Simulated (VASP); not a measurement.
# Ga (I4/mmm) in VASP: further runs

The runs below take Ga through electric field gradients, with LDA.

All numbers are computed with VASP 6.6.1; they aren't measurements. Logs are shortened: lines on timing, memory, paths and dates and some standing lists are left out, and cuts for length are marked.

**1. The cell of the first run**

Symmetry: I4/mmm, No. 139, tetragonal system. The conventional cell has a = 2.760 Å, b = 2.760 Å, c = 4.382 Å, α = 90.00°, β = 90.00°, γ = 90.00°. Ga (site symmetry 4/mmm) has 12 Ga at 2.76 to 2.93 Å within 3.6 Å.

**2. Electric field gradients, LDA (16.70 Å³/atom)**

File INCAR:

```
SYSTEM = Ga
  PREC = Accurate
  ENCUT = 520
  EDIFF = 1E-8
  ISMEAR = -1
  SIGMA = 0.05
  LREAL = .FALSE.
  LASPH = .TRUE.
  NELM = 60
  ALGO = Normal
  ISIF = 2
  LWAVE = .FALSE.
  LCHARG = .FALSE.
  GGA = CA
  LEFG = .TRUE.
  ISYM = 0
  NBANDS = 12
```

File KPOINTS:

```
regular mesh
0
G
  14 14 16
  0 0 0
```

File POSCAR:

```
Ga
1.0
   -1.3801987918      1.3801987918      2.1912130391
    1.3801987918     -1.3801987918      2.1912130391
    1.3801987918      1.3801987918     -2.1912130391
Ga
1
Direct
    0.0000000000      0.0000000000      0.0000000000
```

Potentials or basis: VASP PAW LDA potentials, release 64 (Ga_d).

Launch:

```
> cat potpaw_LDA.64/Ga_d/POTCAR > POTCAR
> mpirun -np 1 vasp_std > vasp.out
```

OUTCAR:

```text
SYSTEM = Ga
   PREC = Accurate
   ENCUT = 520
   EDIFF = 1E-8
   ISMEAR = -1
   LREAL = .FALSE.
   LASPH = .TRUE.
   NELM = 60
   ISIF = 2
   GGA = CA
   ISYM = 0

 ion  position               nearest neighbor table
   1  0.000  0.000  0.000-

IMPORTANT INFORMATION: All symmetrisations will be switched off!
NOSYMM: (Re-)initialisation of all symmetry stuff for point group C_1.

----------------------------------------------------------------------------------------

                                     Primitive cell

  volume of cell :      16.6966

  direct lattice vectors                    reciprocal lattice vectors
    -1.380198792  1.380198792  2.191213039     0.000000000  0.362266655  0.228184111
     1.380198792 -1.380198792  2.191213039     0.362266655  0.000000000  0.228184111
     1.380198792  1.380198792 -2.191213039     0.362266655  0.362266655  0.000000000

  length of vectors
     2.934503705  2.934503705  2.934503705     0.428141470  0.428141470  0.512322417

  position of ions in fractional coordinates (direct lattice)
     0.000000000  0.000000000  0.000000000

  ion indices of the primitive-cell ions
   primitive index   ion index
                 1           1

----------------------------------------------------------------------------------------

 KPOINTS: regular mesh

Automatic generation of k-mesh.
 Grid dimensions read from file:
 generate k-points for:   14   14   16

 Generating k-lattice:

  Cartesian coordinates                     Fractional coordinates (reciprocal lattice)
     0.000000000  0.025876190  0.016298865     0.071428571  0.000000000  0.000000000
     0.025876190  0.000000000  0.016298865     0.000000000  0.071428571  0.000000000
     0.022641666  0.022641666  0.000000000     0.000000000  0.000000000  0.062500000

  Length of vectors
     0.030581534  0.030581534  0.032020151

  Shift w.r.t. Gamma in fractional coordinates (k-lattice)
     0.000000000  0.000000000  0.000000000

 -----------------------------------------------------------------------------
|                                                                             |
|           W    W    AA    RRRRR   N    N  II  N    N   GGGG   !!!           |
|           W    W   A  A   R    R  NN   N  II  NN   N  G    G  !!!           |
|           W    W  A    A  R    R  N N  N  II  N N  N  G       !!!           |
|           W WW W  AAAAAA  RRRRR   N  N N  II  N  N N  G  GGG   !            |
|           WW  WW  A    A  R   R   N   NN  II  N   NN  G    G                |
|           W    W  A    A  R    R  N    N  II  N    N   GGGG   !!!           |
|                                                                             |
|     Your reciprocal lattice and k-lattice belong to different lattice       |
|     classes:                                                                |
|                                                                             |
|        The reciprocal lattice is body-centered tetragonal,                  |
|        whereas your k-lattice is base-centered monoclinic.                  |
|                                                                             |
|     Results are often still useful ...                                      |
|                                                                             |
 -----------------------------------------------------------------------------

 WARNING: IBZKPT: internal override: KBLOWUP is changed to .FALSE.
      ... skipping the blow-up phase ...

 Subroutine IBZKPT returns following result:
 ===========================================

 Found   1572 irreducible k-points:

 Following reciprocal coordinates:
            Coordinates               Weight
  0.000000  0.000000  0.000000      1.000000
  0.071429  0.000000  0.000000      2.000000
  0.142857  0.000000  0.000000      2.000000
  0.214286 -0.000000  0.000000      2.000000
  0.285714  0.000000  0.000000      2.000000
  0.357143 -0.000000 -0.000000      2.000000
[... 16 lines left out ...]
  0.000000  0.142857  0.000000      2.000000
  0.071429  0.142857  0.000000      2.000000
 [... further k-points ...]
   k-points           NKPTS =   1572   k-points in BZ     NKDIM =   1572   number of bands    NBANDS=     12
   number of dos      NEDOS =    301   number of ions     NIONS =      1
   total plane-waves  NPLWV =  13824
   dimension x,y,z NGX =    24 NGY =   24 NGZ =   24
   dimension x,y,z NGXF=    48 NGYF=   48 NGZF=   48
   ions per type =               1
   NGX,Y,Z   is equivalent  to a cutoff of  13.60, 13.60, 13.60 a.u.
   NGXF,Y,Z  is equivalent  to a cutoff of  27.19, 27.19, 27.19 a.u.
 SYSTEM =  Ga
   PREC   = accura    normal or accurate (medium, high low for compatibility)
   ISTART =      0    job   : 0-new  1-cont  2-samecut
   ICHARG =      2    charge: 1-file 2-atom 10-const
   ISPIN  =      1    spin polarized calculation?
   LNONCOLLINEAR =      F non collinear calculations
   LSORBIT =      F    spin-orbit coupling
   LASPH  =      T    aspherical Exc in radial PAW
   ENCUT  =  520.0 eV  38.22 Ry    6.18 a.u.   5.46  5.46  5.46*2*pi/ulx,y,z
   NELM   =     60;   NELMIN=  2; NELMDL= -5     # of ELM steps
   EDIFF  = 0.1E-07   stopping-criterion for ELM
   LREAL  =      F    real-space projection
   EDIFFG = 0.1E-06   stopping-criterion for IOM
   NSW    =      0    number of steps for IOM
   IBRION =     -1    ionic relax: 0-MD 1-quasi-New 2-CG
   NFREE  =      0    steps in history (QN), initial steepest desc. (CG)
   ISIF   =      2    stress and relaxation
   ISYM   =      0    0-nonsym 1-usesym 2-fastsym
   POTIM  = 0.5000    time-step for ionic-motion
   TEBEG  =    0.0;   TEEND  =   0.0 temperature during run
   PSTRESS=    0.0 pullay stress
   NELECT =      13.0000    total number of electrons
   NUPDOWN=      -1.0000    fix difference up-down
   EMIN   =  10.00;   EMAX   =-10.00  energy-range for DOS
   EFERMI =   0.00;   METHOD = LEGACY
   ISMEAR =    -1;   SIGMA  =   0.05  broadening in eV -4-tet -1-fermi 0-gaus
   EFERMI_NEDOS =   21; number of points for ismear=-14 and -15
   IALGO  =     38    algorithm
   IMIX   =      4    mixing-type and parameters
     AMIX     =   0.40;   BMIX     =  1.00
     AMIX_MAG =   1.60;   BMIX_MAG =  1.00
  volume/ion in A,a.u.               =      16.70       112.67
  Fermi-wavevector in a.u.,A,eV,Ry     =   1.506075  2.846069 30.861585  2.268262
  Thomas-Fermi vector in A             =   2.616840
   LORBIT       =      0    0 simple, 1 ext, 2 COOP (PROOUT), +10 PAW based schemes
   GGA     = CA    functional components
   LHFCALC =     F    Hartree Fock is set to
   AEXX    =    0.0000 exact exchange contribution
   IVDW    =     0    specifies the selected vdW correction
   LEPSILON=     F    determine dielectric tensor
   LRPA    =     F    only Hartree local field effects (RPA)
 non-spin polarized calculation
  energy-cutoff  :      520.00
  volume of cell :       16.70
 maximum number of plane-waves:       464
 NGX is ok and might be reduce to    24
   NGX = 11   NGY = 11   NGZ = 11

 number of electron      13.0000006 magnetization

 Free energy of the ion-electron system (eV)
  ---------------------------------------------------
  ext. energy  EPLUGINS =         0.00000000
  ---------------------------------------------------
  free energy    TOTEN  =        -3.56216000 eV

  energy without entropy =       -3.55953918  energy(sigma->0) =       -3.56084959

 E-fermi :   6.5336     XC(G=0): -11.9647

 val. band max:        6.5218944036   @ k =  -0.4286  -0.3571   0.4375
 cond. band min:       6.5560059516   @ k =   0.2143   0.0714   0.2500
 fundamental gap:      0.0341115480
 Fermi energy:         6.5335537065

 k-point     1 :       0.0000    0.0000    0.0000
  band No.  band energies     occupation
      1      -8.7152      2.00000
      2      -8.5650      2.00000
      3      -8.5645      2.00000
      4      -8.5368      2.00000
      5      -8.3808      2.00000
      6      -5.5225      2.00000
      7      19.9764      0.00000
      8      19.9772      0.00000
      9      20.0301      0.00000
     10      23.3669      0.00000
     11      23.5299      0.00000
     12      24.1591      0.00000

 k-point     2 :       0.0714    0.0000    0.0000
  band No.  band energies     occupation
      1      -8.7067      2.00000
      2      -8.5682      2.00000
      3      -8.5576      2.00000
      4      -8.5339      2.00000
      5      -8.3851      2.00000
      6      -5.3786      2.00000
      7      18.2189      0.00000
      8      19.5196      0.00000
      9      19.7937      0.00000
     10      22.4272      0.00000
     11      24.1239      0.00000
     12      24.5860      0.00000
[... 316 lines left out ...]
 k-point    24 :       0.0714    0.1429    0.0000
  band No.  band energies     occupation
      1      -8.6870      2.00000
      2      -8.5790      2.00000
      3      -8.5416      2.00000
      4      -8.5061      2.00000
      5      -8.3940      2.00000
      6      -4.6303      2.00000
      7      14.3462      0.00000
      8      16.8174      0.00000
      9      19.0728      0.00000
     10      22.2388      0.00000
     11      22.8993      0.00000
     12      25.2307      0.00000

 [... further k-points ...]
[... 5 lines left out ...]
  --------------------------------------------------------------------------------------
  -------------------------------------------------------------------------------------
  Total        0.2020751      0.2020747      0.1719250      0.0066405      0.0116550      0.0116550
  in kB       19.3907856     19.3907549     16.4976369      0.6372110      1.1183957      1.1183951
  external PRESSURE =      18.4263925 kB  Pullay stress =       0.0000000 kB

 VOLUME and BASIS-vectors are now :
 -----------------------------------------------------------------------------
  energy-cutoff  :      520.00
  volume of cell :       16.70
      direct lattice vectors                 reciprocal lattice vectors
    -1.380198792  1.380198792  2.191213039     0.000000000  0.362266655  0.228184111
     1.380198792 -1.380198792  2.191213039     0.362266655  0.000000000  0.228184111
     1.380198792  1.380198792 -2.191213039     0.362266655  0.362266655  0.000000000

 POSITION                                       TOTAL-FORCE (eV/Angst)
 -----------------------------------------------------------------------------------
      0.00000      0.00000      0.00000        -0.000000      0.000000      0.000000
 -----------------------------------------------------------------------------------
    total drift:                               -0.000000      0.000000      0.000000

  FREE ENERGIE OF THE ION-ELECTRON SYSTEM (eV)
  ---------------------------------------------------
  free  energy   TOTEN  =        -3.5621600009 eV

  energy  without entropy=       -3.5595391764  energy(sigma->0) =       -3.56084959

 Electric field gradients (V/A^2)
---------------------------------------------------------------------
 ion       V_xx      V_yy      V_zz      V_xy      V_xz      V_yz
---------------------------------------------------------------------
   1     -11.075   -11.075    22.149    -0.583     0.025     0.025
---------------------------------------------------------------------

 Electric field gradients after diagonalization (V/A^2)
 (convention: |V_zz| > |V_xx| > |V_yy|)
----------------------------------------------------------------------
 ion       V_xx      V_yy      V_zz     asymmetry (V_yy - V_xx)/ V_zz
----------------------------------------------------------------------
   1     -11.658   -10.491    22.149       0.053
----------------------------------------------------------------------

           NMR quadrupolar parameters

 Cq : quadrupolar parameter    Cq=e*Q*V_zz/h
 eta: asymmetry parameters     (V_yy - V_xx)/ V_zz
 Q  : nuclear electric quadrupole moment in mb (millibarn)
----------------------------------------------------------------------
 ion       Cq(MHz)       eta       Q (mb)
----------------------------------------------------------------------
   1       0.054       0.053       1.000
----------------------------------------------------------------------
```

Wall time 6.5 min (1 thread of Oxide Virtual Turin-like, shared host); peak memory 0.36 GiB.

What came out:

- Free energy: -3.5622 eV
- Pressure: 1.8 GPa
- Band gap on the k mesh: zero (an odd number of electrons rules out a gap without spin polarisation)
- Largest electric field gradient by atom: Ga +22.1 V/Å²

Stress tensor (GPa, compression positive):
```
1.94 0.06 0.11
0.06 1.94 0.11
0.11 0.11 1.65
```

Levels at points of the mesh, in eV from the Fermi level:
| k point | band 3 | band 4 | band 5 | band 6 | band 7 | band 8 | band 9 | band 10 |
| --- | --- | --- | --- | --- | --- | --- | --- | --- |
| (0.00, 0.00, 0.00) | -15.10 | -15.07 | -14.91 | -12.06 | 13.44 | 13.44 | 13.50 | 16.83 |
| (0.50, 0.00, 0.00) | -15.08 | -14.87 | -14.83 | -5.09 | -4.55 | 8.99 | 12.30 | 13.29 |
| (0.00, 0.50, 0.00) | -15.08 | -14.87 | -14.83 | -5.09 | -4.55 | 8.99 | 12.30 | 13.29 |
| (0.50, 0.50, 0.00) | -14.87 | -14.87 | -14.75 | -2.44 | -1.29 | 4.21 | 5.13 | 8.48 |
| (0.00, 0.00, 0.50) | -14.87 | -14.87 | -14.75 | -2.44 | -1.29 | 4.21 | 5.13 | 8.48 |
| (0.50, 0.00, 0.50) | -15.08 | -14.87 | -14.83 | -5.09 | -4.55 | 8.99 | 12.30 | 13.29 |
| (0.00, 0.50, 0.50) | -15.08 | -14.87 | -14.83 | -5.09 | -4.55 | 8.99 | 12.30 | 13.29 |
| (0.50, 0.50, 0.50) | -14.84 | -14.83 | -14.83 | -3.92 | -3.90 | 6.70 | 6.70 | 10.11 |

Electric field gradients, principal values (V/Å²):
```
atom    least   middle  greatest (by size)
1 Ga  -10.491  -11.658              22.149
```

Caveat: without QUAD_EFG the Cq values of the log hold for a quadrupole moment of 1 mb, not for the nuclei.

(Part 1 of 2 ends here.)

The gap in the log of VASP goes by the Fermi energy; the results here count the filled bands.